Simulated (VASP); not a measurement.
Rb2FeHgF6: single point with PBE+U

Crystal: Rb2FeHgF6.

```
CELL_PARAMETERS angstrom
0.00000 4.53487 4.53487
4.53487 0.00000 4.53487
4.53487 4.53487 0.00000
ATOMIC_POSITIONS crystal
Rb 0.25000 0.25000 0.25000
Rb 0.75000 0.75000 0.75000
Fe 0.00000 0.00000 0.00000
Hg 0.50000 0.50000 0.50000
F 0.21659 0.21659 0.78341
F 0.21659 0.78341 0.78341
F 0.78341 0.78341 0.21659
F 0.21659 0.78341 0.21659
F 0.78341 0.21659 0.78341
F 0.78341 0.21659 0.21659
```

```
Program                : VASP 6.6.1
Task                   : single point
Functional             : PBE
Potentials or basis    : VASP PAW PBE potentials, release 64 (Rb_sv, Fe, Hg, F)
Cutoff                 : 520 eV
k mesh                 : 4 × 4 × 4
Occupations            : gaussian, width 0.05 eV
Spin                   : collinear spin, ferromagnetic start
Starting moments       : [0.0, 0.0, 3.22, 0.09, -0.01, 0.07, -0.01, -0.01, -0.01, 0.07] μB
Hubbard terms          : Fe d U = 4.0 eV, J = 0.7 eV
Dipole correction      : no
LDAUTYPE               : 1
Hund's J               : 0.7
Further INCAR settings : ALGO = Normal; EDIFF = 1e-07; NBANDS = 55
```

| Property | Result |
| --- | --- |
| Pressure | -0.5 GPa |
| Largest force | 0.004 eV/Å |
| Net moment | 4.13 μB per cell |
| Site moments | Rb -0.00; Fe +4.23; Hg -0.33; F +0.05 μB |
| Valence electrons inside the program's atomic spheres | Rb 7.30; Fe 6.61; Hg 10.29; F 6.07 |

Forces in eV/Å, atoms in the order of the input:
```
Rb   0.000  0.000  0.000
Rb   0.000  0.000  0.000
Fe   0.000  0.000  0.000
Hg   0.000  0.000  0.000
F    0.000  0.000 -0.004
F    0.004  0.000  0.000
F    0.000  0.000  0.004
F    0.000 -0.004  0.000
F    0.000  0.004  0.000
F   -0.004  0.000  0.000
```

Levels at points of the mesh, in eV from the Fermi level:
Spin up:
```
           k point  band 40  band 41  band 42  band 43  band 44  band 45
(0.00, 0.00, 0.00)    -3.03    -1.69    -1.69    -0.41     5.39     5.49
(0.50, 0.00, 0.00)    -3.06    -2.31    -2.31     0.39     4.52     6.06
(0.50, 0.50, 0.00)    -3.06    -3.03    -1.69     0.90     4.85     6.19
(0.00, 0.50, 0.50)    -3.06    -3.03    -1.69     0.90     4.85     6.19
```
Spin down:
```tsv
k point	band 35	band 36	band 37	band 38	band 39	band 40	band 41	band 42
(0.00, 0.00, 0.00)	-2.93	-2.93	-2.93	-0.61	1.41	1.41	1.42	1.98
(0.50, 0.00, 0.00)	-3.01	-2.99	-2.99	0.14	1.40	1.42	1.42	1.72
(0.50, 0.50, 0.00)	-2.98	-2.98	-2.94	-0.65	1.40	1.45	1.45	1.98
(0.00, 0.50, 0.50)	-2.98	-2.98	-2.94	-0.65	1.40	1.45	1.45	1.98
```

Eigenvalues of the final occupation matrices:
```csv
site,spin,trace,eigenvalues
site 3 d,1,5.00,0.98 0.98 0.98 1.03 1.03
site 3 d,2,0.79,0.07 0.07 0.07 0.30 0.30
```

Run time: 8.9 min on 1 thread of Intel Xeon 8259CL, with other jobs on the host, peak memory 0.54 GiB.

Caveat: spin-orbit coupling is left out, which moves the levels of the heavy elements; a cell with one magnetic atom can't hold antiferromagnetic order, which such compounds often take. The state reached can hang on the start; a lower one may exist.
